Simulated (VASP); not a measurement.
Set up this calculation in VASP 6.6.1, as the native input.

```yaml
Task: single point
Functional: PBE
Potentials_or_basis: VASP PAW PBE potentials, release 64 (Si, Ni)
Cutoff: 600 eV
k_mesh: 4 × 4 × 4
Occupations: methfessel-paxton, width 0.1 eV
Spin: no spin polarisation
Dipole_correction: no
Further_INCAR_settings: ALGO = Normal; EDIFF = 1e-06; NBANDS = 70
```

The structure of SiNi lies in POSCAR:

```
SiNi
1.0
    0.0000000000      3.3970617458      5.5985038682
    5.1384089322      0.0000000000      5.5985038682
    5.1384089322      3.3970617458      0.0000000000
Si Ni
8 8
Direct
    0.2574661386      0.3283717858      0.4925338614
    0.7574661386      0.8283717858      0.9925338614
    0.2425338614      0.1716282142      0.0074661386
    0.7425338614      0.6716282142      0.5074661386
    0.1716282142      0.7425338614      0.5783717858
    0.6716282142      0.2425338614      0.0783717858
    0.3283717858      0.7574661386      0.9216282142
    0.8283717858      0.2574661386      0.4216282142
    0.2150833354      0.4734900663      0.0349166646
    0.7150833354      0.9734900663      0.5349166646
    0.2849166646      0.0265099337      0.4650833354
    0.7849166646      0.5265099337      0.9650833354
    0.0265099337      0.7849166646      0.2234900663
    0.5265099337      0.2849166646      0.7234900663
    0.4734900663      0.7150833354      0.2765099337
    0.9734900663      0.2150833354      0.7765099337
```

The input as run:

INCAR

```
SYSTEM = SiNi
PREC     = Accurate       ! precision mode
ENCUT    = 600            ! plane-wave cutoff, eV
EDIFF    = 1E-6           ! SCF threshold, eV
ISMEAR   = 1              ! smearing method
SIGMA    = 0.1            ! smearing width, eV
LREAL    = .False.        ! projectors in reciprocal space
LASPH    = .True.         ! aspherical terms in the spheres
NELM     = 120            ! most SCF steps
ALGO     = Normal         ! electronic algorithm
ISIF     = 2              ! what is computed and relaxed
LWAVE    = .False.        ! write WAVECAR
LCHARG   = .True.         ! write CHGCAR
GGA      = PE             ! functional
LELF     = .True.         ! ELF
LVHAR    = .True.       
NBANDS   = 70             ! bands
GGA_COMPAT= .False.
```

KPOINTS

```
regular mesh
0
Gamma
  4 4 4
  0 0 0
```

Potentials or basis: VASP PAW PBE potentials, release 64 (Si, Ni).

Run with:

```sh
$ cat potpaw_PBE.64/Si/POTCAR potpaw_PBE.64/Ni/POTCAR > POTCAR
$ mpirun -np 1 vasp_std > vasp.out
```

Results of the run:

| Property | Result |
| --- | --- |
| Pressure | 0.0 GPa |
| Largest force | 0.016 eV/Å |
| Band gap on the k mesh | zero (bands 56 and 57 overlap by 0.45 eV) |

Run time: 14 min on 1 thread of Oxide Virtual Turin-like Processor (shared host), peak memory 0.52 GiB.
